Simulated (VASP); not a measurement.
# BAs in VASP: a series of runs

BAs is run at these levels: PBE; tasks: single point.

Program: VASP 6.6.1. These are calculated values, not measurements. Logs are shortened: lines on timing, memory, paths and dates and some standing lists are left out, and cuts for length are marked.

### 1 The cell of the first run

The cell holds a slab with vacuum, 14 atoms: a = 3.400 Å, b = 4.809 Å, c = 25.201 Å, α = 90.00°, β = 90.00°, γ = 90.00°.

### 2 Single point, PBE

File INCAR:

```
PREC     = Accurate       # precision mode
ENCUT    = 520            # plane-wave cutoff, eV
EDIFF    = 1E-6           # SCF threshold, eV
ISMEAR   = 0              # smearing method
SIGMA    = 0.05           # smearing width, eV
LREAL    = F              # projectors in reciprocal space
LASPH    = T              # aspherical terms in the spheres
NELM     = 100            # most SCF steps
ALGO     = Normal         # electronic algorithm
ISIF     = 2              # what is computed and relaxed
LWAVE    = F              # write WAVECAR
LCHARG   = T              # write CHGCAR
LDIPOL   = T            
IDIPOL   = 3            
DIPOL    = 0.5 0.5 0.500
GGA      = PE             # functional
LELF     = T              # ELF
LVHAR    = T            
LVACPOTAV= T            
NBANDS   = 41             # bands
```

File KPOINTS:

```
regular mesh
0
Gamma
  8 6 1
```

File POSCAR:

```
BAs
1.0
    3.4003508765      0.0000000000      0.0000000000
    0.0000000000      4.8088223264      0.0000000000
    0.0000000000      0.0000000000     25.2010526296
B As
7 7
Direct
    0.5000000000      0.5000000000      0.2976066163
    0.0000000000      0.0000000000      0.3650710775
    0.5000000000      0.5000000000      0.4325355388
    0.0000000000      0.0000000000      0.5000000000
    0.5000000000      0.5000000000      0.5674644612
    0.0000000000      0.0000000000      0.6349289225
    0.5000000000      0.5000000000      0.7023933837
    0.0000000000      0.2500000000      0.2976066163
    0.5000000000      0.7500000000      0.3650710775
    0.0000000000      0.2500000000      0.4325355388
    0.5000000000      0.7500000000      0.5000000000
    0.0000000000      0.2500000000      0.5674644612
    0.5000000000      0.7500000000      0.6349289225
    0.0000000000      0.2500000000      0.7023933837
```

Potentials or basis: VASP PAW PBE potentials, release 64 (B, As).

Launch:

```bash
$ cat potpaw_PBE.64/B/POTCAR potpaw_PBE.64/As/POTCAR > POTCAR
$ mpirun -np 1 vasp_std > vasp.out
```

OUTCAR:

```text
PREC = Accurate
   ENCUT = 520
   EDIFF = 1E-6
   ISMEAR = 0
   LREAL = F
   LASPH = T
   NELM = 100
   ISIF = 2
   GGA = PE

 ion  position               nearest neighbor table
   1  0.500  0.500  0.298-   9 2.08   8 2.08   8 2.08
   2  0.000  0.000  0.365-   8 2.08   9 2.08   9 2.08  10 2.08
   3  0.500  0.500  0.433-  11 2.08  10 2.08  10 2.08   9 2.08
   4  0.000  0.000  0.500-  10 2.08  12 2.08  11 2.08  11 2.08
   5  0.500  0.500  0.567-  11 2.08  12 2.08  12 2.08  13 2.08
   6  0.000  0.000  0.635-  14 2.08  13 2.08  13 2.08  12 2.08
   7  0.500  0.500  0.702-  13 2.08  14 2.08  14 2.08
   8  0.000  0.250  0.298-   2 2.08   1 2.08   1 2.08
   9  0.500  0.750  0.365-   1 2.08   2 2.08   2 2.08   3 2.08
  10  0.000  0.250  0.433-   4 2.08   3 2.08   3 2.08   2 2.08
  11  0.500  0.750  0.500-   3 2.08   5 2.08   4 2.08   4 2.08
  12  0.000  0.250  0.567-   4 2.08   5 2.08   5 2.08   6 2.08
  13  0.500  0.750  0.635-   7 2.08   6 2.08   6 2.08   5 2.08
  14  0.000  0.250  0.702-   6 2.08   7 2.08   7 2.08

  LATTYP: Found a simple orthorhombic cell.
 ALAT       =     3.4003508765
 B/A-ratio  =     1.4142135624
 C/A-ratio  =     7.4113094633

  Lattice vectors:

 A1 = (   3.4003508765,   0.0000000000,   0.0000000000)
 A2 = (   0.0000000000,   4.8088223264,   0.0000000000)
 A3 = (   0.0000000000,   0.0000000000,  25.2010526296)

Analysis of symmetry for initial positions (statically):
=====================================================================
 Subroutine PRICEL returns:
 Original cell was already a primitive cell.

 Routine SETGRP: Setting up the symmetry group for a
 simple orthorhombic supercell.

 Subroutine GETGRP returns: Found  4 space group operations
 (whereof  4 operations were pure point group operations)
 out of a pool of  8 trial point group operations.

The static configuration has the point symmetry C_2v.

Analysis of symmetry for dynamics (positions and initial velocities):
=====================================================================
 Subroutine PRICEL returns:
 Original cell was already a primitive cell.

 Routine SETGRP: Setting up the symmetry group for a
 simple orthorhombic supercell.

 Subroutine GETGRP returns: Found  4 space group operations
 (whereof  4 operations were pure point group operations)
 out of a pool of  8 trial point group operations.

The dynamic configuration has the point symmetry C_2v.

 Subroutine INISYM returns: Found  4 space group operations
 (whereof  4 operations are pure point group operations),
 and found     1 'primitive' translations

----------------------------------------------------------------------------------------

                                     Primitive cell

  volume of cell :     412.0796

  direct lattice vectors                    reciprocal lattice vectors
     3.400350877  0.000000000  0.000000000     0.294087298  0.000000000  0.000000000
     0.000000000  4.808822326  0.000000000     0.000000000  0.207951122  0.000000000
     0.000000000  0.000000000 25.201052630     0.000000000  0.000000000  0.039680882

  length of vectors
     3.400350877  4.808822326 25.201052630     0.294087298  0.207951122  0.039680882

  position of ions in fractional coordinates (direct lattice)
     0.500000000  0.500000000  0.297606616
     0.000000000  0.000000000  0.365071077
     0.500000000  0.500000000  0.432535539
     0.000000000  0.000000000  0.500000000
     0.500000000  0.500000000  0.567464461
     0.000000000  0.000000000  0.634928923
     0.500000000  0.500000000  0.702393384
     0.000000000  0.250000000  0.297606616
     0.500000000  0.750000000  0.365071077
     0.000000000  0.250000000  0.432535539
     0.500000000  0.750000000  0.500000000
     0.000000000  0.250000000  0.567464461
     0.500000000  0.750000000  0.634928923
     0.000000000  0.250000000  0.702393384

  ion indices of the primitive-cell ions
   primitive index   ion index
                 1           1
                 2           2
                 3           3
                 4           4
                 5           5
                 6           6
                 7           7
                 8           8
                 9           9
                10          10
                11          11
                12          12
                13          13
                14          14

----------------------------------------------------------------------------------------

 KPOINTS: regular mesh

Automatic generation of k-mesh.
 Grid dimensions read from file:
 generate k-points for:    8    6    1

 Generating k-lattice:

  Cartesian coordinates                     Fractional coordinates (reciprocal lattice)
     0.036760912  0.000000000  0.000000000     0.125000000  0.000000000  0.000000000
     0.000000000  0.034658520  0.000000000     0.000000000  0.166666667  0.000000000
     0.000000000  0.000000000  0.039680882     0.000000000  0.000000000  1.000000000

  Length of vectors
     0.036760912  0.034658520  0.039680882

  Shift w.r.t. Gamma in fractional coordinates (k-lattice)
     0.000000000  0.000000000  0.000000000

 Subroutine IBZKPT returns following result:
 ===========================================

 Found     20 irreducible k-points:

 Following reciprocal coordinates:
            Coordinates               Weight
  0.000000  0.000000  0.000000      1.000000
  0.125000  0.000000  0.000000      2.000000
  0.250000  0.000000  0.000000      2.000000
  0.375000  0.000000  0.000000      2.000000
  0.500000  0.000000  0.000000      1.000000
  0.000000  0.166667  0.000000      2.000000
[... 12 lines left out ...]
  0.375000  0.500000  0.000000      2.000000
  0.500000  0.500000  0.000000      1.000000
   k-points           NKPTS =     20   k-points in BZ     NKDIM =     20   number of bands    NBANDS=     41
   number of dos      NEDOS =    301   number of ions     NIONS =     14
   total plane-waves  NPLWV = 193536
   dimension x,y,z NGX =    28 NGY =   36 NGZ =  192
   dimension x,y,z NGXF=    56 NGYF=   72 NGZF=  384
   ions per type =               7   7
   NGX,Y,Z   is equivalent  to a cutoff of  13.69, 12.45, 12.67 a.u.
   NGXF,Y,Z  is equivalent  to a cutoff of  27.38, 24.89, 25.33 a.u.
 SYSTEM =  unknown system
   PREC   = accura    normal or accurate (medium, high low for compatibility)
   ISTART =      0    job   : 0-new  1-cont  2-samecut
   ICHARG =      2    charge: 1-file 2-atom 10-const
   ISPIN  =      1    spin polarized calculation?
   LNONCOLLINEAR =      F non collinear calculations
   LSORBIT =      F    spin-orbit coupling
   LASPH  =      T    aspherical Exc in radial PAW
   ENCUT  =  520.0 eV  38.22 Ry    6.18 a.u.   6.32  8.94 46.86*2*pi/ulx,y,z
   NELM   =    100;   NELMIN=  2; NELMDL= -5     # of ELM steps
   EDIFF  = 0.1E-05   stopping-criterion for ELM
   LREAL  =      F    real-space projection
   EDIFFG = 0.1E-04   stopping-criterion for IOM
   NSW    =      0    number of steps for IOM
   IBRION =     -1    ionic relax: 0-MD 1-quasi-New 2-CG
   NFREE  =      0    steps in history (QN), initial steepest desc. (CG)
   ISIF   =      2    stress and relaxation
   ISYM   =      2    0-nonsym 1-usesym 2-fastsym
   POTIM  = 0.5000    time-step for ionic-motion
   TEBEG  =    0.0;   TEEND  =   0.0 temperature during run
   PSTRESS=    0.0 pullay stress
   NELECT =      56.0000    total number of electrons
   NUPDOWN=      -1.0000    fix difference up-down
   EMIN   =  10.00;   EMAX   =-10.00  energy-range for DOS
   EFERMI =   0.00;   METHOD = LEGACY
   ISMEAR =     0;   SIGMA  =   0.05  broadening in eV -4-tet -1-fermi 0-gaus
   EFERMI_NEDOS =   21; number of points for ismear=-14 and -15
   IALGO  =     38    algorithm
   IMIX   =      4    mixing-type and parameters
     AMIX     =   0.40;   BMIX     =  1.00
     AMIX_MAG =   1.60;   BMIX_MAG =  1.00
  volume/ion in A,a.u.               =      29.43       198.63
  Fermi-wavevector in a.u.,A,eV,Ry     =   0.841674  1.590533  9.638568  0.708415
  Thomas-Fermi vector in A             =   1.956256
   LORBIT       =      0    0 simple, 1 ext, 2 COOP (PROOUT), +10 PAW based schemes
   GGA     = PE    functional components
   LHFCALC =     F    Hartree Fock is set to
   AEXX    =    0.0000 exact exchange contribution
   IVDW    =     0    specifies the selected vdW correction
   LEPSILON=     F    determine dielectric tensor
   LRPA    =     F    only Hartree local field effects (RPA)
 non-spin polarized calculation
 Gauss-broadening in eV      SIGMA  =   0.05
  energy-cutoff  :      520.00
  volume of cell :      412.08
 maximum number of plane-waves:     11164
 NGX is ok and might be reduce to    28
   NGX = 13   NGY = 17   NGZ = 93

 number of electron      56.0000003 magnetization

 dipolmoment           0.000000      0.000000     -0.000000 electrons x Angstroem

 Free energy of the ion-electron system (eV)
  ---------------------------------------------------
  ext. energy  EPLUGINS =         0.00000000
  ---------------------------------------------------
  free energy    TOTEN  =       -75.20534737 eV

  energy without entropy =      -75.20282414  energy(sigma->0) =      -75.20408575

 E-fermi :   0.0424     XC(G=0):  -5.6780

 val. band max:        0.0157066127   @ k =   0.0000   0.1667   0.0000
 cond. band min:       0.0648074760   @ k =   0.5000   0.5000   0.0000
 fundamental gap:      0.0491008634
 Fermi energy:         0.0423559280

 k-point     1 :       0.0000    0.0000    0.0000
  band No.  band energies     occupation
      1     -15.0400      2.00000
      2     -14.3490      2.00000
      3     -13.4217      2.00000
      4     -12.3097      2.00000
      5     -11.3969      2.00000
      6     -10.9346      2.00000
[... 32 lines left out ...]
     39       4.1557      0.00000
[... 816 lines left out ...]
     39       5.0726      0.00000
     40       5.2554      0.00000
 [bands above 40 left out]

------------------------ aborting loop because EDIFF is reached ----------------------------------------

  FORCE on cell =-STRESS in cart. coord.  units (eV):
  Direction    XX          YY          ZZ          XY          YZ          ZX
  --------------------------------------------------------------------------------------
  -------------------------------------------------------------------------------------
  Total       -2.1647989     -1.8241476     -0.9280233      0.0000000      0.0000000      0.0000000
  in kB       -8.4167996     -7.0923379     -3.6081809      0.0000000      0.0000000      0.0000000
  external PRESSURE =      -6.3724395 kB  Pullay stress =       0.0000000 kB

 VOLUME and BASIS-vectors are now :
 -----------------------------------------------------------------------------
  energy-cutoff  :      520.00
  volume of cell :      412.08
      direct lattice vectors                 reciprocal lattice vectors
     3.400350877  0.000000000  0.000000000     0.294087298  0.000000000  0.000000000
     0.000000000  4.808822326  0.000000000     0.000000000  0.207951122  0.000000000
     0.000000000  0.000000000 25.201052630     0.000000000  0.000000000  0.039680882

 POSITION                                       TOTAL-FORCE (eV/Angst)
 -----------------------------------------------------------------------------------
      1.70018      2.40441      7.50000         0.000000     -1.434802      2.228198
      0.00000      0.00000      9.20018        -0.000000      0.094482      0.525497
      1.70018      2.40441     10.90035         0.000000     -0.338429      0.100214
      0.00000      0.00000     12.60053        -0.000000      0.057823      0.000000
      1.70018      2.40441     14.30070        -0.000000     -0.338429     -0.100214
      0.00000      0.00000     16.00088        -0.000000      0.094482     -0.525497
      1.70018      2.40441     17.70105         0.000000     -1.434802     -2.228198
      0.00000      1.20221      7.50000        -0.000000      0.726092     -1.734782
      1.70018      3.60662      9.20018        -0.000000      0.799420     -1.130534
      0.00000      1.20221     10.90035        -0.000000     -0.001678     -0.108038
      1.70018      3.60662     12.60053        -0.000000      0.252008      0.000000
      0.00000      1.20221     14.30070        -0.000000     -0.001678      0.108038
      1.70018      3.60662     16.00088        -0.000000      0.799420      1.130534
      0.00000      1.20221     17.70105         0.000000      0.726092      1.734782
 -----------------------------------------------------------------------------------
    total drift:                                0.000000      0.000337      0.000000

  FREE ENERGIE OF THE ION-ELECTRON SYSTEM (eV)
  ---------------------------------------------------
  free  energy   TOTEN  =       -75.2053473656 eV

  energy  without entropy=      -75.2028241373  energy(sigma->0) =      -75.20408575

 vacuum level on the upper side and lower side of the slab         5.175         5.175
```

Run time: 11 min. Hardware: 1 thread of Intel Xeon 6975P-C, shared host; peak memory 0.58 GiB.

Results:

```
Free energy            : -75.2053 eV
Largest force          : 2.650 eV/Å
Band gap on the k mesh : zero (band 28 reaches 0.18 eV, above the bottom of band 29 at 0.00 eV)
```

Forces in eV/Å, atoms in the order of the input:
```
B    0.000 -1.435  2.228
B    0.000  0.094  0.525
B    0.000 -0.338  0.100
B    0.000  0.058  0.000
B    0.000 -0.338 -0.100
B    0.000  0.094 -0.525
B    0.000 -1.435 -2.228
As   0.000  0.726 -1.735
As   0.000  0.799 -1.131
As   0.000 -0.002 -0.108
As   0.000  0.252  0.000
As   0.000 -0.002  0.108
As   0.000  0.799  1.131
As   0.000  0.726  1.735
```

(Part 1 of 2 ends here.)
